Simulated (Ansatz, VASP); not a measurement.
## One calculation of AgO2, two programs

```xyz
3
Lattice="2.7981 -1.6149 -0.0001 2.7981 1.6149 -0.0001 -0.0028 0.0000 3.7809" Properties=species:S:1:pos:R:3 pbc="T T T"
O     3.7277    0.0000    2.8428
O     1.8658    0.0000    0.9378
Ag    0.0000    0.0000    0.0000
```

Alike in both runs: task relaxation of cell and atoms; functional PBEsol; k mesh 16 × 16 × 12; occupations gaussian, width 0.1 eV; no spin polarisation.

|  | VASP | Ansatz |
| --- | --- | --- |
| version | VASP 6.6.1 | Ansatz 0.2.0 |
| potentials or method | VASP PAW PBE potentials, release 64 (O, Ag), cutoff 600 eV | scalar-relativistic, plane waves, PAW |
| valence electrons in the cell | 23 | 31 |

VASP gave:

| Property | Result |
| --- | --- |
| gap on the k mesh at the Fermi level, each at its own relaxed structure (eV) | none |
| relaxed volume (Å³/atom) | 11.20 |
| relaxed cell length with the largest relative difference (Å) | 3.710 |

Q: Which values does Ansatz return?

A: gap on the k mesh at the Fermi level, each at its own relaxed structure (eV): none; relaxed volume (Å³/atom): 11.30; relaxed cell length with the largest relative difference (Å): 3.741.

VASP's potentials were made for PBE, not for PBEsol. A gap of «none» marks a metal or a gap that the smearing closes. VASP's potentials hold 23 valence electrons a cell and Ansatz's 31, so a difference there can come from the potentials and not from the codes.
